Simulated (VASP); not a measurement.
# C (P6/mmm) in VASP: a series of runs

C is run at these levels: PBE; tasks: relaxation of cell and atoms.

All numbers are computed with VASP 6.6.1; they aren't measurements. Logs are shortened: lines on timing, memory, paths and dates and some standing lists are left out, and cuts for length are marked.

### 1 The cell of the first run

The structure is hexagonal, space group P6/mmm (No. 191). Conventional cell: a = 4.381 Å, b = 4.381 Å, c = 1.282 Å, α = 90.00°, β = 90.00°, γ = 120.00°. Within 1.7 Å of C (site symmetry 6/mmm) lie 2 C at 1.28 Å.

The cell was built from a structure type or drawn by symmetry, and may not be a known phase.

### 2 Relaxation of cell and atoms, PBE

INCAR

```
PREC = Accurate ; ENCUT = 600
EDIFF = 1E-7 ; ISMEAR = 0
SIGMA = 0.1 ; LREAL = False
LASPH = True ; NELM = 120
ALGO = Normal ; ISIF = 3
LWAVE = False ; LCHARG = False
GGA = PE ; IBRION = 2
NSW = 100 ; EDIFFG = -0.01
GGA_COMPAT = False ; NELMIN = 4
```

KPOINTS

```
Automatic mesh
0
Gamma
  12 12 42
```

POSCAR

```
C
1.0
    4.3811115435      0.0000000000      0.0000000000
   -2.1905557718      3.7941538935      0.0000000000
    0.0000000000      0.0000000000      1.2822947227
C
1
Direct
    0.0000000000      0.0000000000      0.0000000000
```

Potentials or basis: VASP PAW PBE potentials, release 64 (C).

Launch:

```bash
> cat potpaw_PBE.64/C/POTCAR > POTCAR
> mpirun -np 1 vasp_std > vasp.out
```

OUTCAR:

```text
PREC = Accurate
   ENCUT = 600
   EDIFF = 1E-7
   ISMEAR = 0
   LREAL = False
   LASPH = True
   NELM = 120
   ISIF = 3
   GGA = PE
   IBRION = 2
   NSW = 100
   EDIFFG = -0.01
   NELMIN = 4

 ion  position               nearest neighbor table
   1  0.000  0.000  0.000-

  LATTYP: Found a hexagonal cell.
 ALAT       =     4.3811115435
 C/A-ratio  =     0.2926870750

  Lattice vectors:

 A1 = (   4.3811115435,   0.0000000000,   0.0000000000)
 A2 = (  -2.1905557718,   3.7941538935,   0.0000000000)
 A3 = (   0.0000000000,   0.0000000000,   1.2822947227)

Analysis of symmetry for initial positions (statically):
=====================================================================
 Subroutine PRICEL returns:
 Original cell was already a primitive cell.

 Routine SETGRP: Setting up the symmetry group for a
 hexagonal supercell.

 Subroutine GETGRP returns: Found 24 space group operations
 (whereof 24 operations were pure point group operations)
 out of a pool of 24 trial point group operations.

The static configuration has the point symmetry D_6h.

Analysis of symmetry for dynamics (positions and initial velocities):
=====================================================================
 Subroutine PRICEL returns:
 Original cell was already a primitive cell.

 Routine SETGRP: Setting up the symmetry group for a
 hexagonal supercell.

 Subroutine GETGRP returns: Found 24 space group operations
 (whereof 24 operations were pure point group operations)
 out of a pool of 24 trial point group operations.

The dynamic configuration has the point symmetry D_6h.

 Subroutine INISYM returns: Found 24 space group operations
 (whereof 24 operations are pure point group operations),
 and found     1 'primitive' translations

----------------------------------------------------------------------------------------

                                     Primitive cell

  volume of cell :      21.3151

  direct lattice vectors                    reciprocal lattice vectors
     4.381111544  0.000000000  0.000000000     0.228252577  0.131781687  0.000000000
    -2.190555772  3.794153893  0.000000000     0.000000000  0.263563374  0.000000000
     0.000000000  0.000000000  1.282294723     0.000000000  0.000000000  0.779851919

  length of vectors
     4.381111544  4.381111544  1.282294723     0.263563374  0.263563374  0.779851919

  position of ions in fractional coordinates (direct lattice)
     0.000000000  0.000000000  0.000000000

  ion indices of the primitive-cell ions
   primitive index   ion index
                 1           1

----------------------------------------------------------------------------------------

 KPOINTS: Automatic mesh

Automatic generation of k-mesh.
 Grid dimensions read from file:
 generate k-points for:   12   12   42

 Generating k-lattice:

  Cartesian coordinates                     Fractional coordinates (reciprocal lattice)
     0.019021048  0.010981807  0.000000000     0.083333333  0.000000000  0.000000000
     0.000000000  0.021963614  0.000000000     0.000000000  0.083333333  0.000000000
     0.000000000  0.000000000  0.018567903     0.000000000  0.000000000  0.023809524

  Length of vectors
     0.021963614  0.021963614  0.018567903

  Shift w.r.t. Gamma in fractional coordinates (k-lattice)
     0.000000000  0.000000000  0.000000000

 Subroutine IBZKPT returns following result:
 ===========================================

 Found    418 irreducible k-points:

 Following reciprocal coordinates:
            Coordinates               Weight
  0.000000  0.000000  0.000000      1.000000
  0.083333  0.000000  0.000000      6.000000
  0.166667  0.000000  0.000000      6.000000
  0.250000  0.000000  0.000000      6.000000
  0.333333  0.000000  0.000000      6.000000
  0.416667 -0.000000  0.000000      6.000000
[... 16 lines left out ...]
  0.250000  0.000000  0.023810     12.000000
  0.333333  0.000000  0.023810     12.000000
 [... further k-points ...]
   k-points           NKPTS =    418   k-points in BZ     NKDIM =    418   number of bands    NBANDS=      6
   number of dos      NEDOS =    301   number of ions     NIONS =      1
   total plane-waves  NPLWV =  12960
   dimension x,y,z NGX =    36 NGY =   36 NGZ =   10
   dimension x,y,z NGXF=    72 NGYF=   72 NGZF=   20
   ions per type =               1
   NGX,Y,Z   is equivalent  to a cutoff of  13.66, 13.66, 12.96 a.u.
   NGXF,Y,Z  is equivalent  to a cutoff of  27.32, 27.32, 25.93 a.u.
 SYSTEM =  unknown system
   PREC   = accura    normal or accurate (medium, high low for compatibility)
   ISTART =      0    job   : 0-new  1-cont  2-samecut
   ICHARG =      2    charge: 1-file 2-atom 10-const
   ISPIN  =      1    spin polarized calculation?
   LNONCOLLINEAR =      F non collinear calculations
   LSORBIT =      F    spin-orbit coupling
   LASPH  =      T    aspherical Exc in radial PAW
   ENCUT  =  600.0 eV  44.10 Ry    6.64 a.u.   8.75  8.75  2.56*2*pi/ulx,y,z
   NELM   =    120;   NELMIN=  4; NELMDL= -5     # of ELM steps
   EDIFF  = 0.1E-06   stopping-criterion for ELM
   LREAL  =      F    real-space projection
   EDIFFG = -.1E-01   stopping-criterion for IOM
   NSW    =    100    number of steps for IOM
   IBRION =      2    ionic relax: 0-MD 1-quasi-New 2-CG
   NFREE  =      1    steps in history (QN), initial steepest desc. (CG)
   ISIF   =      3    stress and relaxation
   ISYM   =      2    0-nonsym 1-usesym 2-fastsym
   POTIM  = 0.5000    time-step for ionic-motion
   TEBEG  =    0.0;   TEEND  =   0.0 temperature during run
   PSTRESS=    0.0 pullay stress
   NELECT =       4.0000    total number of electrons
   NUPDOWN=      -1.0000    fix difference up-down
   EMIN   =  10.00;   EMAX   =-10.00  energy-range for DOS
   EFERMI =   0.00;   METHOD = LEGACY
   ISMEAR =     0;   SIGMA  =   0.10  broadening in eV -4-tet -1-fermi 0-gaus
   EFERMI_NEDOS =   21; number of points for ismear=-14 and -15
   IALGO  =     38    algorithm
   IMIX   =      4    mixing-type and parameters
     AMIX     =   0.40;   BMIX     =  1.00
     AMIX_MAG =   1.60;   BMIX_MAG =  1.00
  volume/ion in A,a.u.               =      21.32       143.84
  Fermi-wavevector in a.u.,A,eV,Ry     =   0.937272  1.771188 11.952438  0.878479
  Thomas-Fermi vector in A             =   2.064366
   LORBIT       =      0    0 simple, 1 ext, 2 COOP (PROOUT), +10 PAW based schemes
   GGA     = PE    functional components
   LHFCALC =     F    Hartree Fock is set to
   AEXX    =    0.0000 exact exchange contribution
   IVDW    =     0    specifies the selected vdW correction
   LEPSILON=     F    determine dielectric tensor
   LRPA    =     F    only Hartree local field effects (RPA)
 conjugate gradient relaxation of ions
 non-spin polarized calculation
 Gauss-broadening in eV      SIGMA  =   0.10
  energy-cutoff  :      600.00
  volume of cell :       21.32
 maximum number of plane-waves:       738
 NGX is ok and might be reduce to    36
   NGX = 17   NGY = 17   NGZ =  5

--------------------------------------- Ionic step        1  -------------------------------------------

 number of electron       4.0000000 magnetization

 Free energy of the ion-electron system (eV)
  ---------------------------------------------------
  ext. energy  EPLUGINS =         0.00000000
  ---------------------------------------------------
  free energy    TOTEN  =        -8.26344587 eV

  energy without entropy =       -8.26344581  energy(sigma->0) =       -8.26344584

------------------------ aborting loop because EDIFF is reached ----------------------------------------

  FORCE on cell =-STRESS in cart. coord.  units (eV):
  Direction    XX          YY          ZZ          XY          YZ          ZX
  --------------------------------------------------------------------------------------
  -------------------------------------------------------------------------------------
  Total       -0.0118329     -0.0118329     -0.0659322      0.0000000      0.0000000     -0.0000000
  in kB       -0.8894324     -0.8894324     -4.9558864      0.0000000      0.0000000     -0.0000000
  external PRESSURE =      -2.2449170 kB  Pullay stress =       0.0000000 kB
[... 86 lines left out ...]
  FREE ENERGIE OF THE ION-ELECTRON SYSTEM (eV)
  ---------------------------------------------------
  free  energy   TOTEN  =        -8.2634664255 eV

  energy  without entropy=       -8.2634663689  energy(sigma->0) =       -8.26346640

[... ionic steps 4 to 9 ...]

--------------------------------------- Ionic step       10  -------------------------------------------

 number of electron       3.9999999 magnetization

------------------------ aborting loop because EDIFF is reached ----------------------------------------

  FORCE on cell =-STRESS in cart. coord.  units (eV):
  Direction    XX          YY          ZZ          XY          YZ          ZX
  --------------------------------------------------------------------------------------
  -------------------------------------------------------------------------------------
  Total       -0.0008806     -0.0008806      0.0205401      0.0000000      0.0000000      0.0000000
  in kB       -0.0714372     -0.0714372      1.6662904      0.0000000      0.0000000      0.0000000
  external PRESSURE =       0.5078054 kB  Pullay stress =       0.0000000 kB
[... 55 lines left out ...]
  energy  without entropy=       -8.2623575421  energy(sigma->0) =       -8.26235882

--------------------------------------- Ionic step       12  -------------------------------------------

 number of electron       3.9999999 magnetization

 Free energy of the ion-electron system (eV)
  ---------------------------------------------------
  ext. energy  EPLUGINS =         0.00000000
  ---------------------------------------------------
  free energy    TOTEN  =        -8.26400678 eV

  energy without entropy =       -8.26400547  energy(sigma->0) =       -8.26400612

 E-fermi :  -1.1269     XC(G=0):  -6.6167

 val. band max:       -1.3670010636   @ k =   0.0000   0.0000   0.2381
 cond. band min:      -0.8883335334   @ k =   0.5000   0.0000   0.2619
 fundamental gap:      0.4786675303
 Fermi energy:        -1.1268742670

 k-point     1 :       0.0000    0.0000    0.0000
  band No.  band energies     occupation
      1     -17.4430      2.00000
      2      -6.1774      2.00000
      3      -6.1774      2.00000
      4       2.8317      0.00000
      5       9.1781      0.00000
      6       9.1781      0.00000

 k-point     2 :       0.0833    0.0000    0.0000
  band No.  band energies     occupation
      1     -17.4380      2.00000
      2      -6.2193      2.00000
      3      -6.1859      2.00000
      4       2.9634      0.00000
      5       8.7293      0.00000
      6       9.2988      0.00000
[... 190 lines left out ...]
 k-point    24 :       0.3333    0.0000    0.0238
  band No.  band energies     occupation
      1     -17.3568      2.00000
      2      -6.5661      2.00000
      3      -6.2213      2.00000
      4       4.5519      0.00000
      5       6.8239      0.00000
      6      11.0227      0.00000

 [... further k-points ...]
[... 5 lines left out ...]
  --------------------------------------------------------------------------------------
  -------------------------------------------------------------------------------------
  Total       -0.0007397     -0.0007397     -0.0010222      0.0000000      0.0000000      0.0000000
  in kB       -0.0600073     -0.0600073     -0.0829248      0.0000000      0.0000000      0.0000000
  external PRESSURE =      -0.0676465 kB  Pullay stress =       0.0000000 kB
[... 16 lines left out ...]
  FREE ENERGIE OF THE ION-ELECTRON SYSTEM (eV)
  ---------------------------------------------------
  free  energy   TOTEN  =        -8.2640067826 eV

  energy  without entropy=       -8.2640054665  energy(sigma->0) =       -8.26400612

 reached required accuracy - stopping structural energy minimisation
```

Run time: 7.7 min. Hardware: 1 thread of Intel Xeon 8259CL, shared host; peak memory 0.18 GiB.

Results:

| Item | Value |
| --- | --- |
| Free energy | -8.2640 eV |
| Relaxed volume | 19.75 Å³/atom |
| Relaxed cell | a = 4.218 Å, b = 4.218 Å, c = 1.281 Å, α = 90.00°, β = 90.00°, γ = 120.00° |
| Space group after relaxing (to 0.1 Å) | P6/mmm (No. 191) |
| Energy gained by relaxing | 0.6 meV/atom |
| Ionic steps | 12 |
| Pressure after relaxing | 0.0 GPa |
| Band gap on the k mesh | zero (bands 2 and 3 overlap by 14.63 eV) |

The path:
```csv
step,energy change (eV),largest force (eV/Å),pressure (GPa),volume (Å³)
1,0.0000,0.0000,-0.22,21.32
2,0.0004,0.0000,0.77,21.22
3,0.0000,0.0000,-0.05,21.30
4,0.0000,0.0000,-0.04,21.28
5,-0.0001,0.0000,-0.04,21.21
6,-0.0001,0.0000,-0.04,21.08
7,-0.0003,0.0000,-0.02,20.82
8,-0.0005,0.0000,0.01,20.29
9,-0.0005,0.0000,0.10,19.27
10,-0.0006,0.0000,0.05,19.75
11,0.0011,0.0000,-1.71,19.72
12,-0.0006,0.0000,-0.01,19.75
```

Final structure:
```
CELL_PARAMETERS angstrom
4.21841 0.00000 0.00000
-2.10921 3.65325 0.00000
0.00000 0.00000 1.28148
ATOMIC_POSITIONS crystal
C 0.00000 0.00000 0.00000
```

### 3 Relaxation of cell and atoms, PBE

This run uses another cell than the first one, of 15.00 Å³/atom.

INCAR

```
  PREC = Accurate
  ENCUT = 600
  EDIFF = 1E-7
  ISMEAR = 0
  SIGMA = 0.1
  LREAL = F
  LASPH = T
  NELM = 120
  ALGO = Normal
  ISIF = 3
  LWAVE = F
  LCHARG = F
  GGA = PE
  IBRION = 2
  NSW = 100
  EDIFFG = -0.01
  GGA_COMPAT = F
  NELMIN = 4
```

KPOINTS

```
Automatic mesh
0
Gamma
  18 18 42
```

POSCAR

```
C
1.0
    3.6735580459      0.0000000000      0.0000000000
   -1.8367790230      3.1813945901      0.0000000000
    0.0000000000      0.0000000000      1.2835197641
C
1
Direct
    0.0000000000      0.0000000000      0.0000000000
```

Potentials or basis: VASP PAW PBE potentials, release 64 (C).

Launch:

```bash
> cat potpaw_PBE.64/C/POTCAR > POTCAR
> mpirun -np 1 vasp_std > vasp.out
```

Run time: 12 min. Hardware: 1 thread of Intel Xeon 8259CL, shared host; peak memory 0.19 GiB.

Results (log left out):

| Item | Value |
| --- | --- |
| Free energy | -8.2588 eV |
| Relaxed volume | 19.67 Å³/atom |
| Relaxed cell | a = 4.209 Å, b = 4.209 Å, c = 1.282 Å, α = 90.00°, β = 90.00°, γ = 120.00° |
| Space group after relaxing (to 0.1 Å) | P6/mmm (No. 191) |
| Energy gained by relaxing | 15.8 meV/atom |
| Ionic steps | 10 |
| Pressure after relaxing | 0.0 GPa |
| Band gap on the k mesh | zero (bands 2 and 3 overlap by 14.62 eV) |

Step by step:
```
step  energy change (eV)  largest force (eV/Å)  pressure (GPa)  volume (Å³)
   1              0.0000                0.0000            0.00        15.00
   2              0.0027                0.0000            4.15        15.00
   3             -0.0003                0.0000            1.01        15.00
   4             -0.0014                0.0000            0.97        15.18
   5             -0.0046                0.0000            0.85        15.71
   6             -0.0101                0.0000            0.64        16.80
   7             -0.0156                0.0000            0.25        19.09
   8             -0.0158                0.0000            0.17        19.66
   9             -0.0043                0.0000           -4.44        19.84
  10             -0.0158                0.0000           -0.01        19.67
```

Final structure:
```
C
1.0
     4.20909    0.00000    0.00000
    -2.10455    3.64518    0.00000
     0.00000    0.00000    1.28176
C
1
Direct
  0.00000 0.00000 0.00000
```

Levels at points of the mesh, in eV from the Fermi level:
```tsv
k point	band 1	band 2	band 3	band 4	band 5	band 6
(0.00, 0.00, 0.00)	-16.31	-5.04	-5.04	3.96	10.33	10.33
(0.50, 0.00, 0.00)	-16.24	-5.62	-5.17	6.38	7.51	13.44
(0.00, 0.00, 0.50)	-9.04	8.53	11.28	11.28	23.90	23.90
(0.50, 0.00, 0.50)	-9.03	8.66	11.12	11.24	21.94	23.47
```

Caveat: the volume moved by over 15 % at a fixed basis, so the end points are rough.
